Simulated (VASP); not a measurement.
# Li4NbO4 (Cm) in VASP: a series of runs

Li4NbO4 is run at these levels: PBEsol; tasks: single point.

Everything below comes from runs of VASP 6.6.1. Logs are shortened: lines on timing, memory, paths and dates and some standing lists are left out, and cuts for length are marked.

## Step 1: The cell of the first run

The structure is monoclinic, space group Cm (No. 8). The conventional cell has a = 10.782 Å, b = 3.260 Å, c = 7.624 Å, α = 90.00°, β = 135.00°, γ = 90.00°. Li (site symmetry m) has 2 O at 1.64 Å within 2.2 Å. Within 2.6 Å of Li (site symmetry m) lie 4 O at 1.92 to 2.04 Å and 2 Li at 2.51 Å. Within 2.6 Å of Li (site symmetry m) lie 4 O at 1.92 to 2.04 Å and 4 Li at 2.51 to 2.53 Å. Within 2.5 Å of Li (site symmetry m) lie 4 O at 1.92 to 2.04 Å. Nb (site symmetry m) has 4 O at 1.94 Å and 2 Li at 2.67 Å within 2.7 Å. O (site symmetry m) has 4 Li at 1.92 to 2.04 Å and 1 Nb at 1.94 Å within 2.5 Å. Within 2.2 Å of O (site symmetry m) lie 4 Li at 1.64 to 2.04 Å and 1 Nb at 1.94 Å. O (site symmetry m) has 4 Li at 1.92 to 2.55 Å and 1 Nb at 1.94 Å within 2.6 Å.

## Step 2: Single point, PBEsol (atom 1 (Li) moved by +0.608 Å along [1 0 0] and -0.608 Å along [0 1 0])

The input, INCAR:

```
ALGO     = Normal         # electronic algorithm
EDIFF    = 1E-7           # SCF threshold, eV
ENCUT    = 520            # plane-wave cutoff, eV
GGA      = PS             # functional
ISIF     = 2              # what is computed and relaxed
ISMEAR   = 0              # smearing method
LASPH    = True           # aspherical terms in the spheres
LCHARG   = False          # write CHGCAR
LREAL    = False          # projectors in reciprocal space
LWAVE    = False          # write WAVECAR
NBANDS   = 34             # bands
NELM     = 60             # most SCF steps
PREC     = Accurate       # precision mode
SIGMA    = 0.05           # smearing width, eV
```

The input, KPOINTS:

```
k-points
0
Gamma
  10 10 10
```

The input, POSCAR:

```
Li4NbO4
1.0
   -3.8119495391      3.8119495391      1.6301049253
    3.8119495391     -3.8119495391      1.6301049253
    3.8119495391      3.8119495391     -1.6301049253
Li Nb O
4 1 4
Direct
    0.4138386208      0.2370116581      0.6508502789
    0.8426719780      0.3341549847      0.1768269627
    0.1573280220      0.6658450153      0.8231730373
    0.6658450153      0.8426719780      0.5085169933
    0.0000000000      0.0000000000      0.0000000000
    0.7589255465      0.0797104317      0.8386359782
    0.9202895683      0.7589255465      0.6792151148
    0.0797104317      0.2410744535      0.3207848852
    0.2410744535      0.9202895683      0.1613640218
```

Potentials or basis: VASP PAW PBE potentials, release 64 (Li_sv, Nb_sv, O).

Started as:

```bash
cat potpaw_PBE.64/Li_sv/POTCAR potpaw_PBE.64/Nb_sv/POTCAR potpaw_PBE.64/O/POTCAR > POTCAR
mpirun -np 1 vasp_std > vasp.out
```

OUTCAR:

```text
EDIFF = 1E-7
   ENCUT = 520
   GGA = PS
   ISIF = 2
   ISMEAR = 0
   LASPH = True
   LREAL = False
   NELM = 60
   PREC = Accurate

 ion  position               nearest neighbor table
   1  0.414  0.237  0.651-   7 1.64   7 1.64   3 2.53   3 2.53   5 2.67   5 2.67
   2  0.843  0.334  0.177-   9 1.92   9 1.92   8 1.94   6 2.04   3 2.51   3 2.51   5 2.82
   3  0.157  0.666  0.823-   6 1.92   6 1.92   7 1.94   9 2.04   2 2.51   2 2.51   1 2.53   1 2.53
                             5 2.82
   4  0.666  0.843  0.509-   8 1.92   8 1.92   6 1.94   7 2.04   5 2.82
   5  0.000  0.000  0.000-   7 1.94   8 1.94   6 1.94   9 1.94   1 2.67   1 2.67   4 2.82   2 2.82
                             3 2.82
   6  0.759  0.080  0.839-   3 1.92   3 1.92   5 1.94   4 1.94   2 2.04
   7  0.920  0.759  0.679-   1 1.64   1 1.64   5 1.94   3 1.94   4 2.04
   8  0.080  0.241  0.321-   4 1.92   4 1.92   5 1.94   2 1.94
   9  0.241  0.920  0.161-   2 1.92   2 1.92   5 1.94   3 2.04

  LATTYP: Found a body centered tetragonal cell.
 ALAT       =     7.6238990782
 C/A-ratio  =     0.4276302476

  Lattice vectors:

 A1 = (  -3.8119495391,   3.8119495391,   1.6301049253)
 A2 = (   3.8119495391,  -3.8119495391,   1.6301049253)
 A3 = (   3.8119495391,   3.8119495391,  -1.6301049253)

Analysis of symmetry for initial positions (statically):
=====================================================================
 Subroutine PRICEL returns:
 Original cell was already a primitive cell.

 Routine SETGRP: Setting up the symmetry group for a
 body centered tetragonal supercell.

 Subroutine GETGRP returns: Found  2 space group operations
 (whereof  2 operations were pure point group operations)
 out of a pool of 16 trial point group operations.

The static configuration has the point symmetry C_1h.

Analysis of symmetry for dynamics (positions and initial velocities):
=====================================================================
 Subroutine PRICEL returns:
 Original cell was already a primitive cell.

 Routine SETGRP: Setting up the symmetry group for a
 body centered tetragonal supercell.

 Subroutine GETGRP returns: Found  2 space group operations
 (whereof  2 operations were pure point group operations)
 out of a pool of 16 trial point group operations.

The dynamic configuration has the point symmetry C_1h.

 Subroutine INISYM returns: Found  2 space group operations
 (whereof  2 operations are pure point group operations),
 and found     1 'primitive' translations

----------------------------------------------------------------------------------------

                                     Primitive cell

  volume of cell :      94.7480

  direct lattice vectors                    reciprocal lattice vectors
    -3.811949539  3.811949539  1.630104925     0.000000000  0.131166479  0.306728722
     3.811949539 -3.811949539  1.630104925     0.131166479  0.000000000  0.306728722
     3.811949539  3.811949539 -1.630104925     0.131166479  0.131166479  0.000000000

  length of vectors
     5.631976620  5.631976620  5.631976620     0.333597293  0.333597293  0.185497414

  position of ions in fractional coordinates (direct lattice)
     0.413838621  0.237011658  0.650850279
     0.842671978  0.334154985  0.176826963
     0.157328022  0.665845015  0.823173037
     0.665845015  0.842671978  0.508516993
     0.000000000  0.000000000  0.000000000
     0.758925547  0.079710432  0.838635978
     0.920289568  0.758925547  0.679215115
     0.079710432  0.241074453  0.320784885
     0.241074453  0.920289568  0.161364022

  ion indices of the primitive-cell ions
   primitive index   ion index
                 1           1
                 2           2
                 3           3
                 4           4
                 5           5
                 6           6
                 7           7
                 8           8
                 9           9

----------------------------------------------------------------------------------------

 KPOINTS: k-points

Automatic generation of k-mesh.
 Grid dimensions read from file:
 generate k-points for:   10   10   10

 Generating k-lattice:

  Cartesian coordinates                     Fractional coordinates (reciprocal lattice)
     0.000000000  0.013116648  0.030672872     0.100000000  0.000000000  0.000000000
     0.013116648  0.000000000  0.030672872     0.000000000  0.100000000  0.000000000
     0.013116648  0.013116648  0.000000000     0.000000000  0.000000000  0.100000000

  Length of vectors
     0.033359729  0.033359729  0.018549741

  Shift w.r.t. Gamma in fractional coordinates (k-lattice)
     0.000000000  0.000000000  0.000000000

 Subroutine IBZKPT returns following result:
 ===========================================

 Found    282 irreducible k-points:

 Following reciprocal coordinates:
            Coordinates               Weight
  0.000000  0.000000  0.000000      1.000000
  0.100000  0.000000 -0.000000      4.000000
  0.100000  0.000000 -0.100000      4.000000
  0.200000  0.000000 -0.000000      4.000000
  0.200000  0.000000 -0.200000      4.000000
  0.300000 -0.000000  0.000000      4.000000
[... 16 lines left out ...]
  0.500000  0.000000 -0.400000      4.000000
 -0.100000 -0.400000  0.000000      4.000000
 [... further k-points ...]
   k-points           NKPTS =    282   k-points in BZ     NKDIM =    282   number of bands    NBANDS=     34
   number of dos      NEDOS =    301   number of ions     NIONS =      9
   total plane-waves  NPLWV =  74088
   dimension x,y,z NGX =    42 NGY =   42 NGZ =   42
   dimension x,y,z NGXF=    84 NGYF=   84 NGZF=   84
   ions per type =               4   1   4
   NGX,Y,Z   is equivalent  to a cutoff of  12.40, 12.40, 12.40 a.u.
   NGXF,Y,Z  is equivalent  to a cutoff of  24.80, 24.80, 24.80 a.u.
 SYSTEM =  unknown system
   PREC   = accura    normal or accurate (medium, high low for compatibility)
   ISTART =      0    job   : 0-new  1-cont  2-samecut
   ICHARG =      2    charge: 1-file 2-atom 10-const
   ISPIN  =      1    spin polarized calculation?
   LNONCOLLINEAR =      F non collinear calculations
   LSORBIT =      F    spin-orbit coupling
   LASPH  =      T    aspherical Exc in radial PAW
   ENCUT  =  520.0 eV  38.22 Ry    6.18 a.u.  10.47 10.47 10.47*2*pi/ulx,y,z
   NELM   =     60;   NELMIN=  2; NELMDL= -5     # of ELM steps
   EDIFF  = 0.1E-06   stopping-criterion for ELM
   LREAL  =      F    real-space projection
   EDIFFG = 0.1E-05   stopping-criterion for IOM
   NSW    =      0    number of steps for IOM
   IBRION =     -1    ionic relax: 0-MD 1-quasi-New 2-CG
   NFREE  =      0    steps in history (QN), initial steepest desc. (CG)
   ISIF   =      2    stress and relaxation
   ISYM   =      2    0-nonsym 1-usesym 2-fastsym
   POTIM  = 0.5000    time-step for ionic-motion
   TEBEG  =    0.0;   TEEND  =   0.0 temperature during run
   PSTRESS=    0.0 pullay stress
   NELECT =      49.0000    total number of electrons
   NUPDOWN=      -1.0000    fix difference up-down
   EMIN   =  10.00;   EMAX   =-10.00  energy-range for DOS
   EFERMI =   0.00;   METHOD = LEGACY
   ISMEAR =     0;   SIGMA  =   0.05  broadening in eV -4-tet -1-fermi 0-gaus
   EFERMI_NEDOS =   21; number of points for ismear=-14 and -15
   IALGO  =     38    algorithm
   IMIX   =      4    mixing-type and parameters
     AMIX     =   0.40;   BMIX     =  1.00
     AMIX_MAG =   1.60;   BMIX_MAG =  1.00
  volume/ion in A,a.u.               =      10.53        71.04
  Fermi-wavevector in a.u.,A,eV,Ry     =   1.314065  2.483223 23.494096  1.726767
  Thomas-Fermi vector in A             =   2.444344
   LORBIT       =      0    0 simple, 1 ext, 2 COOP (PROOUT), +10 PAW based schemes
   GGA     = PS    functional components
   LHFCALC =     F    Hartree Fock is set to
   AEXX    =    0.0000 exact exchange contribution
   IVDW    =     0    specifies the selected vdW correction
   LEPSILON=     F    determine dielectric tensor
   LRPA    =     F    only Hartree local field effects (RPA)
 non-spin polarized calculation
 Gauss-broadening in eV      SIGMA  =   0.05
  energy-cutoff  :      520.00
  volume of cell :       94.75
 maximum number of plane-waves:      2570
 NGX is ok and might be reduce to    42
   NGX = 21   NGY = 21   NGZ = 21

 number of electron      49.0000000 magnetization

 Free energy of the ion-electron system (eV)
  ---------------------------------------------------
  ext. energy  EPLUGINS =         0.00000000
  ---------------------------------------------------
  free energy    TOTEN  =       -57.89713673 eV

  energy without entropy =      -57.89713673  energy(sigma->0) =      -57.89713673

 E-fermi :   3.0757     XC(G=0):  -9.9670

 val. band max:        2.7636712543   @ k =  -0.1000  -0.1000   0.1000
 cond. band min:       3.9598852730   @ k =  -0.3000  -0.4000   0.3000
 fundamental gap:      1.1962140187
 Fermi energy:         3.0756653627

 k-point     1 :       0.0000    0.0000    0.0000
  band No.  band energies     occupation
      1     -51.9348      2.00000
      2     -40.2526      2.00000
      3     -40.0965      2.00000
      4     -39.7571      2.00000
      5     -39.5703      2.00000
      6     -28.2935      2.00000
[... 26 lines left out ...]
     33      11.6541      0.00000
     34      13.4743      0.00000

 k-point     2 :       0.1000    0.0000   -0.0000
  band No.  band energies     occupation
      1     -51.9328      2.00000
      2     -40.2506      2.00000
      3     -40.0964      2.00000
      4     -39.7567      2.00000
      5     -39.5700      2.00000
      6     -28.2914      2.00000
[... 26 lines left out ...]
     33      11.6360      0.00000
     34      13.2150      0.00000
[... 775 lines left out ...]
     33      11.8914      0.00000
     34      12.9252      0.00000

 k-point    24 :      -0.1000   -0.4000    0.0000
  band No.  band energies     occupation
      1     -51.9137      2.00000
      2     -40.2312      2.00000
      3     -40.0955      2.00000
      4     -39.7521      2.00000
      5     -39.5663      2.00000
      6     -28.2708      2.00000
[... 26 lines left out ...]
     33      12.1352      0.00000
     34      12.9883      0.00000

 [... further k-points ...]

------------------------ aborting loop because EDIFF is reached ----------------------------------------

  FORCE on cell =-STRESS in cart. coord.  units (eV):
  Direction    XX          YY          ZZ          XY          YZ          ZX
  --------------------------------------------------------------------------------------
  -------------------------------------------------------------------------------------
  Total        1.8481333     -0.9617554      7.1978095      0.4601621      0.0000000      0.0000000
  in kB       31.2517281    -16.2631765    121.7141567      7.7812896      0.0000000      0.0000000
  external PRESSURE =      45.5675695 kB  Pullay stress =       0.0000000 kB

 VOLUME and BASIS-vectors are now :
 -----------------------------------------------------------------------------
  energy-cutoff  :      520.00
  volume of cell :       94.75
      direct lattice vectors                 reciprocal lattice vectors
    -3.811949539  3.811949539  1.630104925     0.000000000  0.131166479  0.306728722
     3.811949539 -3.811949539  1.630104925     0.131166479  0.000000000  0.306728722
     3.811949539  3.811949539 -1.630104925     0.131166479  0.131166479  0.000000000

 POSITION                                       TOTAL-FORCE (eV/Angst)
 -----------------------------------------------------------------------------------
      1.80695      3.15506      0.00000        -2.194186     -1.307623      0.000000
     -1.26439      2.61250      1.63010         0.309863      0.086525     -0.000000
      5.07634      1.19945      0.00000        -0.118670      0.396612     -0.000000
      2.61250      1.26439      1.63010        -0.351616     -0.191415     -0.000000
      0.00000      0.00000      0.00000         2.418656      2.411968     -0.000000
      0.60770      5.78597      0.00000        -0.017425     -0.467475     -0.000000
      1.97402      3.20425      1.63010         0.504360      0.392431     -0.000000
      1.83793      0.60770      0.00000        -0.245081     -0.418312     -0.000000
      3.20425     -1.97402      1.63010        -0.305900     -0.902711      0.000000
 -----------------------------------------------------------------------------------
    total drift:                               -0.000133     -0.000015     -0.000004

  FREE ENERGIE OF THE ION-ELECTRON SYSTEM (eV)
  ---------------------------------------------------
  free  energy   TOTEN  =       -57.8971367266 eV

  energy  without entropy=      -57.8971367266  energy(sigma->0) =      -57.89713673
```

Run time: 42 min. Hardware: 1 thread of Oxide Virtual Turin-like, shared host; peak memory 0.77 GiB.

What came out:

* Free energy: -57.8971 eV
* Largest force: 3.416 eV/Å
* Band gap on the k mesh: zero (an odd number of electrons rules out a gap without spin polarisation)

Forces in eV/Å, atoms in the order of the input:
```
Li  -2.194 -1.308  0.000
Li   0.310  0.087  0.000
Li  -0.119  0.397  0.000
Li  -0.352 -0.191  0.000
Nb   2.419  2.412  0.000
O   -0.017 -0.467  0.000
O    0.504  0.392  0.000
O   -0.245 -0.418  0.000
O   -0.306 -0.903  0.000
```

Levels at points of the mesh, in eV from the Fermi level:
```tsv
k point	band 21	band 22	band 23	band 24	band 25	band 26	band 27	band 28	band 29	band 30
(0.00, 0.00, 0.00)	-2.00	-1.72	-1.65	-1.18	-1.12	3.09	3.28	3.62	4.75	6.39
(0.50, 0.00, 0.00)	-2.19	-1.84	-1.55	-1.18	1.93	2.20	3.84	4.59	4.82	6.30
(0.50, 0.00, 0.50)	-2.34	-1.69	-1.63	-1.19	1.88	2.24	3.82	4.59	4.82	6.17
(0.50, 0.50, 0.00)	-1.93	-1.92	-1.81	-1.36	-1.21	3.09	3.29	3.66	5.35	6.61
(0.00, 0.00, 0.50)	-2.04	-1.78	-1.65	-1.61	-1.13	3.09	3.28	3.70	5.41	6.39
(0.50, 0.50, 0.50)	-2.02	-1.81	-1.79	-1.64	-0.93	3.11	3.30	3.31	5.41	6.45
```

Caveat: the cell differs from its parent crystal (atom 1 (Li) moved by +0.608 Å along [1 0 0] and -0.608 Å along [0 1 0]); the cutoff is under 1.25 times the usual one of these potentials, so pressure, stress and relaxed cells hold a basis-set (Pulay) error; the PAW data sets were made with another functional, which shifts forces and pressure a little; an odd number of electrons without spin polarisation forces a metal; a magnetic or distorted state may lie lower.

## Step 3: Single point, PBEsol (atom 1 (Li) moved by +0.203 Å along [1 0 0] and +0.203 Å along [0 1 0])

The input, INCAR:

```
PREC     = Accurate       # precision mode
ENCUT    = 520            # plane-wave cutoff, eV
EDIFF    = 1E-6           # SCF threshold, eV
ISMEAR   = 0              # smearing method
SIGMA    = 0.05           # smearing width, eV
LREAL    = F              # projectors in reciprocal space
LASPH    = T              # aspherical terms in the spheres
NELM     = 100            # most SCF steps
ALGO     = Normal         # electronic algorithm
ISIF     = 2              # what is computed and relaxed
LWAVE    = F              # write WAVECAR
LCHARG   = F              # write CHGCAR
GGA      = PS             # functional
NBANDS   = 34             # bands
```

The input, KPOINTS:

```
regular mesh
0
Gamma
  10 10 10
```

POSCAR, as its differences from that of step 2:

```diff
@@ -8,3 +8,3 @@
 Direct
-    0.4138386208      0.2370116581      0.6508502789
+    0.3075937727      0.1838892340      0.4914830067
     0.8426719780      0.3341549847      0.1768269627
```

Potentials or basis: VASP PAW PBE potentials, release 64 (Li_sv, Nb_sv, O).

Started as:

```bash
cat potpaw_PBE.64/Li_sv/POTCAR potpaw_PBE.64/Nb_sv/POTCAR potpaw_PBE.64/O/POTCAR > POTCAR
mpirun -np 1 vasp_std > vasp.out
```

Wall time 38 min (1 thread of Oxide Virtual Turin-like, shared host); peak memory 0.77 GiB.

It converged, with:

```yaml
Free_energy: -59.0933 eV
Largest_force: 1.484 eV/Å
Band_gap_on_the_k_mesh: zero (an odd number of electrons rules out a gap without spin polarisation)
```

Forces on the atoms (eV/Å):
```
Li  -0.844  1.221  0.000
Li   0.166  0.000  0.000
Li  -0.020 -0.145  0.000
Li   0.314 -0.267  0.000
Nb  -0.565  0.048  0.000
O   -0.037  0.127  0.000
O    0.302 -0.256  0.000
O    0.404 -0.440  0.000
O    0.281 -0.289  0.000
```

Levels at points of the mesh, in eV from the Fermi level:
| k point | band 23 | band 24 | band 25 | band 26 | band 27 | band 28 |
| --- | --- | --- | --- | --- | --- | --- |
| (0.00, 0.00, 0.00) | -1.89 | -1.73 | -1.66 | 2.85 | 2.91 | 3.24 |
| (0.50, 0.00, 0.00) | -2.11 | -1.96 | 1.83 | 1.86 | 3.41 | 4.30 |
| (0.50, 0.00, 0.50) | -2.04 | -2.00 | 1.79 | 1.91 | 3.41 | 4.31 |
| (0.50, 0.50, 0.00) | -2.10 | -2.01 | -1.77 | 2.84 | 2.93 | 3.30 |
| (0.00, 0.00, 0.50) | -2.08 | -2.02 | -1.75 | 2.87 | 2.91 | 3.27 |
| (0.50, 0.50, 0.50) | -2.16 | -2.07 | -1.57 | 2.90 | 2.92 | 2.94 |

Caveat: the cell differs from its parent crystal (atom 1 (Li) moved by +0.203 Å along [1 0 0] and +0.203 Å along [0 1 0]); the cutoff is under 1.25 times the usual one of these potentials, so pressure, stress and relaxed cells hold a basis-set (Pulay) error; the PAW data sets were made with another functional, which shifts forces and pressure a little; an odd number of electrons without spin polarisation forces a metal; a magnetic or distorted state may lie lower.

(Continued in part 2 of 2.)

The gap in the log of VASP goes by the Fermi energy; the results here count the filled bands.